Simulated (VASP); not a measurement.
# SiGe5 (P1) in VASP: single point with PBE

Aim: the single point of SiGe5 with PBE.

All numbers are computed with VASP 6.6.1; they aren't measurements. Logs are shortened: lines on timing, memory, paths and dates and some standing lists are left out, and cuts for length are marked.

## Step 1: The cell of the first run

The typed cell holds 12 atoms: a = 5.703 Å, b = 6.988 Å, c = 8.066 Å, α = 106.80°, β = 90.01°, γ = 114.08°.

## Step 2: Single point, PBE

The input, INCAR:

```
PREC = Accurate
ENCUT = 520
EDIFF = 1E-7
ISMEAR = 0
SIGMA = 0.2
LREAL = False
LASPH = True
NELM = 60
ALGO = Normal
ISIF = 2
LWAVE = False
LCHARG = False
GGA = PE
NBANDS = 86
KPAR = 4
```

The input, KPOINTS:

```
Automatic mesh
0
Gamma
  4 4 4
```

The input, POSCAR:

```
SiGe5
1.0
    0.0006512476     -0.0000703571     -5.7032986999
    2.0179709999     -6.0516645387      2.8513891131
   -8.0663384542      0.0023064558      0.0008806605
Si Ge
2 10
Direct
   -0.0000254822      0.0000041498      0.5000006039
   -0.0000828786      0.9999942147     -0.0000173040
    0.3338025108      0.6676981608      0.6668775388
    0.3338875711      0.6677313267      0.1669058340
    0.9179531502      0.3274114999      0.5818681144
    0.9180095027      0.3274643498      0.0819051136
    0.6661594043      0.3322931854      0.8330917156
    0.6661002305      0.3322710953      0.3330758504
    0.5905213532      0.6725527631      0.9181137679
    0.5905695827      0.6725780853      0.4181555954
    0.2415733362      0.0000167588      0.7500267891
    0.2415317193     -0.0000155897      0.2499963810
```

Potentials or basis: VASP PAW PBE potentials, release 64 (Si, Ge_d).

Launch:

```sh
cat potpaw_PBE.64/Si/POTCAR potpaw_PBE.64/Ge_d/POTCAR > POTCAR
mpirun -np 4 vasp_std > vasp.out
```

OUTCAR:

```text
PREC = Accurate
   ENCUT = 520
   EDIFF = 1E-7
   ISMEAR = 0
   LREAL = False
   LASPH = True
   NELM = 60
   ISIF = 2
   GGA = PE

 ion  position               nearest neighbor table
   1  1.000  0.000  0.500-   5 2.43  10 2.43  11 2.44  12 2.44
   2  1.000  1.000  1.000-   6 2.43   9 2.43  12 2.44  11 2.44
   3  0.334  0.668  0.667-   9 2.48  10 2.48   5 2.49  11 2.49
   4  0.334  0.668  0.167-  10 2.48   9 2.48   6 2.49  12 2.49
   5  0.918  0.327  0.582-   1 2.43   8 2.48   7 2.48   3 2.49
   6  0.918  0.327  0.082-   2 2.43   7 2.48   8 2.48   4 2.49
   7  0.666  0.332  0.833-   6 2.48   5 2.48   9 2.49  11 2.49
   8  0.666  0.332  0.333-   5 2.48   6 2.48  10 2.49  12 2.49
   9  0.591  0.673  0.918-   2 2.43   3 2.48   4 2.48   7 2.49
  10  0.591  0.673  0.418-   1 2.43   4 2.48   3 2.48   8 2.49
  11  0.242  0.000  0.750-   1 2.44   2 2.44   3 2.49   7 2.49
  12  0.242  1.000  0.250-   2 2.44   1 2.44   4 2.49   8 2.49

  LATTYP: Found a triclinic cell.
 ALAT       =     6.9879696134
 B/A-ratio  =     0.8161596362
 C/A-ratio  =     1.1543179605
 COS(alpha) =     0.0002233686
 COS(beta)  =     0.2891632386
 COS(gamma) =     0.4081607224

  Lattice vectors:

 A1 = (   2.0186222475,  -6.0517348958,  -2.8519095868)
 A2 = (   0.0006512476,  -0.0000703571,  -5.7032986999)
 A3 = (   8.0663384542,  -0.0023064558,  -0.0008806605)

Analysis of symmetry for initial positions (statically):
=====================================================================
 Subroutine PRICEL returns:
 Original cell was already a primitive cell.

 Routine SETGRP: Setting up the symmetry group for a
 triclinic supercell.

 Subroutine GETGRP returns: Found  1 space group operations
 (whereof  1 operations were pure point group operations)
 out of a pool of  2 trial point group operations.

The static configuration has the point symmetry C_1 .

Analysis of symmetry for dynamics (positions and initial velocities):
=====================================================================
 Subroutine PRICEL returns:
 Original cell was already a primitive cell.

 Routine SETGRP: Setting up the symmetry group for a
 triclinic supercell.

 Subroutine GETGRP returns: Found  1 space group operations
 (whereof  1 operations were pure point group operations)
 out of a pool of  2 trial point group operations.

The dynamic configuration has the point symmetry C_1 .

 Subroutine INISYM returns: Found  1 space group operations
 (whereof  1 operations are pure point group operations),
 and found     1 'primitive' translations

----------------------------------------------------------------------------------------

                                     Primitive cell

  volume of cell :     278.3803

  direct lattice vectors                    reciprocal lattice vectors
     0.000651248 -0.000070357 -5.703298700    -0.000042769 -0.082628140 -0.175336111
     2.017971000 -6.051664539  2.851389113    -0.000047253 -0.165258591  0.000002033
    -8.066338454  0.002306456  0.000880660    -0.123983811 -0.041349722 -0.000013647

  length of vectors
     5.703298738  6.987508177  8.066338832     0.193830243  0.165258598  0.130697304

  position of ions in fractional coordinates (direct lattice)
     0.999974518  0.000004150  0.500000604
     0.999917121  0.999994215  0.999982696
     0.333802511  0.667698161  0.666877539
     0.333887571  0.667731327  0.166905834
     0.917953150  0.327411500  0.581868114
     0.918009503  0.327464350  0.081905114
     0.666159404  0.332293185  0.833091716
     0.666100230  0.332271095  0.333075850
     0.590521353  0.672552763  0.918113768
     0.590569583  0.672578085  0.418155595
     0.241573336  0.000016759  0.750026789
     0.241531719  0.999984410  0.249996381

  ion indices of the primitive-cell ions
   primitive index   ion index
                 1           1
                 2           2
                 3           3
                 4           4
                 5           5
                 6           6
                 7           7
                 8           8
                 9           9
                10          10
                11          11
                12          12

----------------------------------------------------------------------------------------

 KPOINTS: Automatic mesh

Automatic generation of k-mesh.
 Grid dimensions read from file:
 generate k-points for:    4    4    4

 Generating k-lattice:

  Cartesian coordinates                     Fractional coordinates (reciprocal lattice)
    -0.000010692 -0.020657035 -0.043834028     0.250000000  0.000000000  0.000000000
    -0.000011813 -0.041314648  0.000000508     0.000000000  0.250000000 -0.000000000
    -0.030995953 -0.010337431 -0.000003412     0.000000000  0.000000000  0.250000000

  Length of vectors
     0.048457561  0.041314650  0.032674326

  Shift w.r.t. Gamma in fractional coordinates (k-lattice)
     0.000000000  0.000000000  0.000000000

 Subroutine IBZKPT returns following result:
 ===========================================

 Found     36 irreducible k-points:

 Following reciprocal coordinates:
            Coordinates               Weight
  0.000000  0.000000  0.000000      1.000000
  0.250000 -0.000000 -0.000000      2.000000
  0.500000 -0.000000 -0.000000      1.000000
 -0.000000  0.250000  0.000000      2.000000
  0.250000  0.250000 -0.000000      2.000000
  0.500000  0.250000  0.000000      2.000000
[... 16 lines left out ...]
  0.000000 -0.250000  0.250000      2.000000
  0.250000 -0.250000  0.250000      2.000000
 [... further k-points ...]
   k-points           NKPTS =     36   k-points in BZ     NKDIM =     36   number of bands    NBANDS=     86
   number of dos      NEDOS =    301   number of ions     NIONS =     12
   total plane-waves  NPLWV = 136080
   dimension x,y,z NGX =    42 NGY =   54 NGZ =   60
   dimension x,y,z NGXF=    84 NGYF=  108 NGZF=  120
   ions per type =               2  10
   NGX,Y,Z   is equivalent  to a cutoff of  12.24, 12.85, 12.37 a.u.
   NGXF,Y,Z  is equivalent  to a cutoff of  24.49, 25.70, 24.73 a.u.
 SYSTEM =  unknown system
   PREC   = accura    normal or accurate (medium, high low for compatibility)
   ISTART =      0    job   : 0-new  1-cont  2-samecut
   ICHARG =      2    charge: 1-file 2-atom 10-const
   ISPIN  =      1    spin polarized calculation?
   LNONCOLLINEAR =      F non collinear calculations
   LSORBIT =      F    spin-orbit coupling
   LASPH  =      T    aspherical Exc in radial PAW
   ENCUT  =  520.0 eV  38.22 Ry    6.18 a.u.  10.60 12.99 15.00*2*pi/ulx,y,z
   NELM   =     60;   NELMIN=  2; NELMDL= -5     # of ELM steps
   EDIFF  = 0.1E-06   stopping-criterion for ELM
   LREAL  =      F    real-space projection
   EDIFFG = 0.1E-05   stopping-criterion for IOM
   NSW    =      0    number of steps for IOM
   IBRION =     -1    ionic relax: 0-MD 1-quasi-New 2-CG
   NFREE  =      0    steps in history (QN), initial steepest desc. (CG)
   ISIF   =      2    stress and relaxation
   ISYM   =      2    0-nonsym 1-usesym 2-fastsym
   POTIM  = 0.5000    time-step for ionic-motion
   TEBEG  =    0.0;   TEEND  =   0.0 temperature during run
   PSTRESS=    0.0 pullay stress
   NELECT =     148.0000    total number of electrons
   NUPDOWN=      -1.0000    fix difference up-down
   EMIN   =  10.00;   EMAX   =-10.00  energy-range for DOS
   EFERMI =   0.00;   METHOD = LEGACY
   ISMEAR =     0;   SIGMA  =   0.20  broadening in eV -4-tet -1-fermi 0-gaus
   EFERMI_NEDOS =   21; number of points for ismear=-14 and -15
   IALGO  =     38    algorithm
   IMIX   =      4    mixing-type and parameters
     AMIX     =   0.40;   BMIX     =  1.00
     AMIX_MAG =   1.60;   BMIX_MAG =  1.00
  volume/ion in A,a.u.               =      23.20       156.55
  Fermi-wavevector in a.u.,A,eV,Ry     =   1.326221  2.506194 23.930772  1.758862
  Thomas-Fermi vector in A             =   2.455624
   LORBIT       =      0    0 simple, 1 ext, 2 COOP (PROOUT), +10 PAW based schemes
   GGA     = PE    functional components
   LHFCALC =     F    Hartree Fock is set to
   AEXX    =    0.0000 exact exchange contribution
   IVDW    =     0    specifies the selected vdW correction
   LEPSILON=     F    determine dielectric tensor
   LRPA    =     F    only Hartree local field effects (RPA)
 non-spin polarized calculation
 Gauss-broadening in eV      SIGMA  =   0.20
  energy-cutoff  :      520.00
  volume of cell :      278.38
 maximum number of plane-waves:      7576
   NGX = 21   NGY = 25   NGZ = 29

 number of electron     148.0000002 magnetization

 Free energy of the ion-electron system (eV)
  ---------------------------------------------------
  ext. energy  EPLUGINS =         0.00000000
  ---------------------------------------------------
  free energy    TOTEN  =       -55.88297276 eV

  energy without entropy =      -55.87223116  energy(sigma->0) =      -55.87760196

 E-fermi :   4.7859     XC(G=0):  -9.6489

 val. band max:        4.7041733629   @ k =   0.0000   0.0000   0.0000
 cond. band min:       4.8408825304   @ k =   0.0000   0.0000   0.0000
 fundamental gap:      0.1367091675
 Fermi energy:         4.7858529658

 k-point     1 :       0.0000    0.0000    0.0000
  band No.  band energies     occupation
      1     -20.0067      2.00000
      2     -20.0052      2.00000
      3     -20.0048      2.00000
      4     -20.0038      2.00000
      5     -20.0033      2.00000
      6     -20.0016      2.00000
[... 78 lines left out ...]
     85       7.8593      0.00000
     86       7.9336      0.00000

 k-point     2 :       0.2500   -0.0000   -0.0000
  band No.  band energies     occupation
      1     -20.0081      2.00000
      2     -20.0054      2.00000
      3     -20.0019      2.00000
      4     -20.0015      2.00000
      5     -20.0015      2.00000
      6     -19.9968      2.00000
[... 1947 lines left out ...]
     85       8.2402      0.00000
     86       8.3998      0.00000

 k-point    24 :       0.2500   -0.2500    0.2500
  band No.  band energies     occupation
      1     -20.0100      2.00000
      2     -20.0077      2.00000
      3     -20.0039      2.00000
      4     -20.0019      2.00000
      5     -20.0016      2.00000
      6     -19.9999      2.00000
[... 78 lines left out ...]
     85       8.2073      0.00000
     86       8.2301      0.00000

 [... further k-points ...]
[... 5 lines left out ...]
  --------------------------------------------------------------------------------------
  -------------------------------------------------------------------------------------
  Total       -0.0683180     -0.0991466     -0.1090362      0.0039573     -0.0019024      0.0220071
  in kB       -0.3931943     -0.5706237     -0.6275422      0.0227755     -0.0109492      0.1266586
  external PRESSURE =      -0.5304534 kB  Pullay stress =       0.0000000 kB

 VOLUME and BASIS-vectors are now :
 -----------------------------------------------------------------------------
  energy-cutoff  :      520.00
  volume of cell :      278.38
      direct lattice vectors                 reciprocal lattice vectors
     0.000651248 -0.000070357 -5.703298700    -0.000042769 -0.082628140 -0.175336111
     2.017971000 -6.051664539  2.851389113    -0.000047253 -0.165258591  0.000002033
    -8.066338454  0.002306456  0.000880660    -0.123983811 -0.041349722 -0.000013647

 POSITION                                       TOTAL-FORCE (eV/Angst)
 -----------------------------------------------------------------------------------
     -4.03251      0.00106     -5.70270         0.000007      0.000041     -0.003133
     -6.04759     -6.04939     -2.85057        -0.000283     -0.000155     -0.003645
     -4.03165     -4.03917      0.00068        -0.000102     -0.001102      0.000643
      0.00136     -4.04052     -0.00015         0.000349     -0.000613      0.001374
     -4.03224     -1.98011     -4.30127         0.000354      0.003076     -0.001393
      0.00074     -1.98158     -4.30188         0.000603      0.003690     -0.001201
     -6.04901     -2.00905     -2.85108        -0.000499      0.000780      0.001743
     -2.01576     -2.01007     -2.85124        -0.000347      0.000605      0.001165
     -6.04824     -4.06799     -1.44940        -0.000256     -0.002946     -0.001799
     -2.01536     -4.06929     -1.45004         0.000211     -0.002715     -0.001428
     -6.04978      0.00161     -1.37706         0.000043     -0.000255      0.003878
      0.00154     -6.05101      1.47404        -0.000079     -0.000406      0.003796
 -----------------------------------------------------------------------------------
    total drift:                                0.001214      0.000534     -0.000037

  FREE ENERGIE OF THE ION-ELECTRON SYSTEM (eV)
  ---------------------------------------------------
  free  energy   TOTEN  =       -55.8829727633 eV

  energy  without entropy=      -55.8722311604  energy(sigma->0) =      -55.87760196
```

Wall time 12 min (4 MPI ranks of Oxide Virtual Turin-like, shared host); peak memory 0.75 GiB.

Results:

```yaml
Free_energy: -55.8830 eV
Pressure: -0.1 GPa
Largest_force: 0.004 eV/Å
Band_gap_on_the_k_mesh: 0.14 eV
```

Forces in eV/Å, atoms in the order of the input:
```
Si   0.000  0.000 -0.003
Si   0.000  0.000 -0.004
Ge   0.000 -0.001  0.001
Ge   0.000 -0.001  0.001
Ge   0.000  0.003 -0.001
Ge   0.001  0.004 -0.001
Ge   0.000  0.001  0.002
Ge   0.000  0.001  0.001
Ge   0.000 -0.003 -0.002
Ge   0.000 -0.003 -0.001
Ge   0.000  0.000  0.004
Ge   0.000  0.000  0.004
```

Caveat: semilocal functionals underestimate gaps, and a narrow one can read as zero.
